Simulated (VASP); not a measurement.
# Te (P-1) in VASP: further runs

The runs below take Te through electric field gradients, with LDA.

Everything below comes from runs of VASP 6.6.1. Logs are shortened: lines on timing, memory, paths and dates and some standing lists are left out, and cuts for length are marked.

## 1. The cell of the first run

The typed cell holds 3 atoms: a = 4.832 Å, b = 4.874 Å, c = 3.958 Å, α = 90.87°, β = 91.42°, γ = 58.50°.

## 2. Electric field gradients, LDA (equal xy, yz and zx shear strains of +1 %)

The input, INCAR:

```
PREC     = Accurate       # precision mode
ENCUT    = 520            # plane-wave cutoff, eV
EDIFF    = 1E-8           # SCF threshold, eV
ISMEAR   = -1             # smearing method
SIGMA    = 0.05           # smearing width, eV
LREAL    = False          # projectors in reciprocal space
LASPH    = True           # aspherical terms in the spheres
NELM     = 60             # most SCF steps
ALGO     = Normal         # electronic algorithm
ISIF     = 2              # what is computed and relaxed
LWAVE    = False          # write WAVECAR
LCHARG   = False          # write CHGCAR
GGA      = CA             # functional
LEFG     = True         
NBANDS   = 16             # bands
```

The input, KPOINTS:

```
regular mesh
0
Gamma
  8 8 8
```

The input, POSCAR:

```
Te
1.0
    4.2222440000     -2.3500295000      0.0093145000
    4.2459560000      2.3923705000      0.0330265000
   -0.1106632500      0.0191345000      3.9566977500
Te
3
Direct
    0.6760000000      0.6760000000      0.6750000000
    0.3240000000      0.3240000000      0.3250000000
    0.0000000000      0.0000000000      0.0000000000
```

Potentials or basis: VASP PAW LDA potentials, release 64 (Te).

Command:

```bash
$ cat potpaw_LDA.64/Te/POTCAR > POTCAR
$ mpirun -np 1 vasp_std > vasp.out
```

OUTCAR:

```text
PREC = Accurate
   ENCUT = 520
   EDIFF = 1E-8
   ISMEAR = -1
   LREAL = False
   LASPH = True
   NELM = 60
   ISIF = 2
   GGA = CA

 ion  position               nearest neighbor table
   1  0.676  0.676  0.675-   3 3.00   2 3.03   2 3.03   3 3.09   3 3.10   2 3.26   2 3.67
   2  0.324  0.324  0.325-   3 3.00   1 3.03   1 3.03   3 3.09   3 3.10   1 3.26   1 3.67
   3  0.000  0.000  0.000-   1 3.00   2 3.00   1 3.09   2 3.09   2 3.10   1 3.10

  LATTYP: Found a triclinic cell.
 ALAT       =     4.8321909944
 B/A-ratio  =     0.9814426963
 C/A-ratio  =     0.8191504119
 COS(alpha) =     0.0096919886
 COS(beta)  =     0.0248525002
 COS(gamma) =     0.4819373842

  Lattice vectors:

 A1 = (   4.2222440000,  -2.3500295000,   0.0093145000)
 A2 = (  -0.0237120000,  -4.7424000000,  -0.0237120000)
 A3 = (   0.1106632500,  -0.0191345000,  -3.9566977500)

Analysis of symmetry for initial positions (statically):
=====================================================================
 Subroutine PRICEL returns:
 Original cell was already a primitive cell.

 Routine SETGRP: Setting up the symmetry group for a
 triclinic supercell.

 Subroutine GETGRP returns: Found  2 space group operations
 (whereof  2 operations were pure point group operations)
 out of a pool of  2 trial point group operations.

The static configuration has the point symmetry S_2 .

Analysis of symmetry for dynamics (positions and initial velocities):
=====================================================================
 Subroutine PRICEL returns:
 Original cell was already a primitive cell.

 Routine SETGRP: Setting up the symmetry group for a
 triclinic supercell.

 Subroutine GETGRP returns: Found  2 space group operations
 (whereof  2 operations were pure point group operations)
 out of a pool of  2 trial point group operations.

The dynamic configuration has the point symmetry S_2 .

 Subroutine INISYM returns: Found  2 space group operations
 (whereof  2 operations are pure point group operations),
 and found     1 'primitive' translations

----------------------------------------------------------------------------------------

                                     Primitive cell

[... 127 lines left out ...]
   NGX = 17   NGY = 19   NGZ = 15

 number of electron      18.0000000 magnetization

 Free energy of the ion-electron system (eV)
  ---------------------------------------------------
  ext. energy  EPLUGINS =         0.00000000
  ---------------------------------------------------
  free energy    TOTEN  =       -11.11903851 eV

  energy without entropy =      -11.10441578  energy(sigma->0) =      -11.11172714

 E-fermi :   8.8983     XC(G=0): -10.4844

 val. band max:        8.8940923068   @ k =   0.2500   0.2500   0.5000
 cond. band min:       8.8986168825   @ k =  -0.2500   0.3750   0.3750
 fundamental gap:      0.0045245756
 Fermi energy:         8.8983270058

 k-point     1 :       0.0000    0.0000    0.0000
  band No.  band energies     occupation
      1      -5.9353      2.00000
      2      -0.7346      2.00000
      3      -0.6981      2.00000
      4       4.2111      2.00000
      5       4.4422      2.00000
      6       4.9783      2.00000
[... 433 lines left out ...]
      3      -1.5523      2.00000
      4       3.4504      2.00000
      5       4.4171      2.00000
      6       6.0500      2.00000
[... 8 lines left out ...]
     15      15.6314      0.00000
     16      16.4762      0.00000

 [... further k-points ...]
[... 5 lines left out ...]
  --------------------------------------------------------------------------------------
  -------------------------------------------------------------------------------------
  Total        2.0157053      2.3088014      2.8926721     -0.1197174     -0.0916983      0.2706017
  in kB       40.6449254     46.5549501     58.3281893     -2.4139970     -1.8490157      5.4564463
  external PRESSURE =      48.5093549 kB  Pullay stress =       0.0000000 kB

 VOLUME and BASIS-vectors are now :
 -----------------------------------------------------------------------------
  energy-cutoff  :      520.00
  volume of cell :       79.46
      direct lattice vectors                 reciprocal lattice vectors
     4.222244000 -2.350029500  0.009314500     0.119124483 -0.211481092  0.004354461
     4.245956000  2.392370500  0.033026500     0.117026233  0.210267285  0.002256211
    -0.110663250  0.019134500  3.956697750    -0.001257248 -0.001257248  0.252706926

 POSITION                                       TOTAL-FORCE (eV/Angst)
 -----------------------------------------------------------------------------------
      5.64981      0.04154      2.69939        -0.401990      0.000936     -0.187027
      2.70773      0.01994      1.29965         0.401990     -0.000936      0.187027
      0.00000      0.00000      0.00000         0.000000     -0.000000     -0.000000
 -----------------------------------------------------------------------------------
    total drift:                               -0.000000      0.000000      0.000000

  FREE ENERGIE OF THE ION-ELECTRON SYSTEM (eV)
  ---------------------------------------------------
  free  energy   TOTEN  =       -11.1190385084 eV

  energy  without entropy=      -11.1044157808  energy(sigma->0) =      -11.11172714

 Electric field gradients (V/A^2)
---------------------------------------------------------------------
 ion       V_xx      V_yy      V_zz      V_xy      V_xz      V_yz
---------------------------------------------------------------------
   1     102.250   166.844  -269.093     4.898   -51.531     2.310
   2     102.250   166.844  -269.093     4.898   -51.531     2.310
   3     239.459    61.783  -301.241     4.180    72.506     4.035
---------------------------------------------------------------------

 Electric field gradients after diagonalization (V/A^2)
 (convention: |V_zz| > |V_xx| > |V_yy|)
----------------------------------------------------------------------
 ion       V_xx      V_yy      V_zz     asymmetry (V_yy - V_xx)/ V_zz
----------------------------------------------------------------------
   1     167.219   108.912  -276.131       0.211
   2     167.219   108.912  -276.131       0.211
   3     249.129    61.698  -310.828       0.603
----------------------------------------------------------------------

           NMR quadrupolar parameters

 Cq : quadrupolar parameter    Cq=e*Q*V_zz/h
 eta: asymmetry parameters     (V_yy - V_xx)/ V_zz
 Q  : nuclear electric quadrupole moment in mb (millibarn)
----------------------------------------------------------------------
 ion       Cq(MHz)       eta       Q (mb)
----------------------------------------------------------------------
   1      -0.668       0.211       1.000
   2      -0.668       0.211       1.000
   3      -0.752       0.603       1.000
----------------------------------------------------------------------
```

stdout:

```text
POSCAR found type information on POSCAR Te
 POSCAR found :  1 types and       3 ions
 scaLAPACK will be used
 LDA part: xc-table for (Slater(with rela. corr.)+CA(PZ))
 , standard interpolation
 POSCAR, INCAR and KPOINTS ok, starting setup
 FFT: planning ... GRIDC
 FFT: planning ... GRID_SOFT
 FFT: planning ... GRID
 WAVECAR not read
 entering main loop
ion   1
     0.0000585    -0.0198518    -0.0068966     0.9151467     0.2235717     0.1135035
     0.0000806    -0.0198518    -0.0068966     0.9151467     0.2235717     0.1135035
     0.0001110    -0.0198518    -0.0068966     0.9151467     0.2235717     0.1135035
     0.0001528    -0.0198518    -0.0068966     0.9151467     0.2235717     0.1135035

     0.0000585    -4.4879726    -2.1162553   213.2963181    47.1670785    29.5244382
     0.0000806    -4.4874401    -2.1160003   213.2703052    47.1614071    29.5208030
     0.0001110    -4.4865966    -2.1155954   213.2290477    47.1524152    29.5150354
     0.0001528    -4.4852660    -2.1149553   213.1638886    47.1382194    29.5059236
[... 12 lines left out ...]
ion   3
     0.0000585    -0.0187065    -0.0105797     1.0055879    -0.2639023    -0.2693129
     0.0000806    -0.0187065    -0.0105797     1.0055879    -0.2639023    -0.2693129
     0.0001110    -0.0187065    -0.0105797     1.0055879    -0.2639023    -0.2693129
     0.0001528    -0.0187065    -0.0105797     1.0055880    -0.2639023    -0.2693129

     0.0000585    -3.8325313    -3.6899449   238.7520905   -66.2933301   -81.2179109
     0.0000806    -3.8320781    -3.6894977   238.7229636   -66.2852355   -81.2078721
     0.0001110    -3.8313602    -3.6887881   238.6767688   -66.2724000   -81.1919451
     0.0001528    -3.8302280    -3.6876667   238.6038150   -66.2521328   -81.1667833
```

Wall time 1.9 min (1 thread of Intel Xeon Platinum 8488C (Sapphire Rapids), shared host); peak memory 0.36 GiB.

What came out:

```
Free energy                             : -11.1190 eV
Pressure                                : 4.9 GPa
Largest force                           : 0.443 eV/Å
Band gap on the k mesh                  : zero (bands 9 and 10 overlap by 3.46 eV)
Largest electric field gradient by atom : Te -276.1, -310.8 (each value once) V/Å²
```

Forces on the atoms (eV/Å):
```
Te  -0.402  0.001 -0.187
Te   0.402 -0.001  0.187
Te   0.000  0.000  0.000
```

Levels at points of the mesh, in eV from the Fermi level:
```
           k point  band 5  band 6  band 7  band 8  band 9  band 10  band 11  band 12  band 13  band 14
(0.00, 0.00, 0.00)   -4.46   -3.92   -3.90   -2.17   -1.87     1.55     2.97     3.17     5.74     6.09
(0.50, 0.00, 0.00)   -2.74   -2.73   -2.56    0.08    0.20     0.49     0.87     2.93     3.68     5.68
(0.00, 0.50, 0.00)   -2.76   -2.68   -2.64    0.13    0.27     0.51     0.86     2.82     3.52     5.76
(0.50, 0.50, 0.00)   -3.05   -2.75   -2.34    0.41    0.47     0.57     0.74     2.53     3.25     5.73
(0.00, 0.00, 0.50)   -3.85   -2.76   -2.70   -1.88   -1.82    -1.80    -1.58    -1.07     2.74     3.05
(0.50, 0.00, 0.50)   -4.46   -4.42   -3.91   -3.78    1.67     1.87     1.88     3.21     6.75     7.02
(0.00, 0.50, 0.50)   -4.41   -4.33   -3.85   -3.67    1.66     1.75     1.92     3.05     6.73     6.98
(0.50, 0.50, 0.50)   -4.04   -4.00   -3.91   -3.75    1.55     1.64     2.16     2.70     6.69     7.02
```

Electric field gradients, principal values (V/Å²):
```csv
atom,least,middle,greatest (by size)
1 Te,108.912,167.219,-276.131
2 Te,108.912,167.219,-276.131
3 Te,61.698,249.129,-310.828
```

Caveat: the cell differs from its parent crystal (equal xy, yz and zx shear strains of +1 %); the cell stands under pressure; without QUAD_EFG the Cq values of the log hold for a quadrupole moment of 1 mb, not for the nuclei; spin-orbit coupling is left out, which moves the levels of the heavy elements.

[end of part 1 of 2]
